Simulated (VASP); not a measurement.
# Ni2Cl: single point with PBE

Crystal: Ni2Cl.

```
Ni Cl
1.0
     4.11185    0.00000    0.00000
    -2.05593    3.56097    0.00000
     0.00000    0.00000    2.93160
Ni Cl
2 1
Direct
  0.33333 0.66667 0.50000
  0.66667 0.33333 0.50000
  0.00000 0.00000 0.00000
```

The cell was generated, and may not be a known phase.

* Program: VASP 6.6.1
* Task: single point
* Functional: PBE
* Potentials or basis: VASP PAW PBE potentials, release 64 (Ni, Cl)
* Cutoff: 520 eV
* k mesh: 12 × 12 × 16
* Occupations: gaussian, width 0.1 eV
* Spin: collinear spin, ferromagnetic start
* Starting moments: [0.77, 0.77, 0.0] μB
* Dipole correction: no
* Further INCAR settings: ALGO = Normal; EDIFF = 1e-06; NBANDS = 24

The pressure is 0.0 GPa and the net moment is 1.33 μB per cell. The site moments are Ni +0.68; Cl +0.03 μB and the valence electrons inside the program's atomic spheres are Ni 9.06; Cl 4.99.

Levels at points of the mesh, in eV from the Fermi level:
Spin up:
```
           k point  band 12  band 13  band 14  band 15  band 16  band 17
(0.00, 0.00, 0.00)    -0.83    -0.83    -0.72    -0.72     3.61     3.61
(0.50, 0.00, 0.00)    -0.96    -0.68    -0.67     0.23     2.85     6.82
(0.00, 0.00, 0.50)    -0.42    -0.39    -0.39     1.11     2.58     7.69
(0.50, 0.00, 0.50)    -0.86    -0.55    -0.54     1.01     3.47     3.66
```
Spin down:
```tsv
k point	band 10	band 11	band 12	band 13	band 14	band 15	band 16	band 17
(0.00, 0.00, 0.00)	-0.98	-0.98	-0.16	-0.16	-0.04	-0.04	3.69	3.69
(0.50, 0.00, 0.00)	-0.36	-0.28	-0.20	-0.18	0.00	0.53	3.01	6.86
(0.00, 0.00, 0.50)	-1.35	-0.85	0.22	0.22	0.37	1.04	2.77	7.86
(0.50, 0.00, 0.50)	-0.34	-0.34	-0.08	0.23	0.27	1.45	3.45	3.69
```

Run time: 7.2 min on 1 thread of Intel Xeon 8259CL, on a shared host, peak memory 0.37 GiB.

With open d or f shells a metallic result of PBE can be an artefact of self-interaction; +U or a hybrid may open a gap.
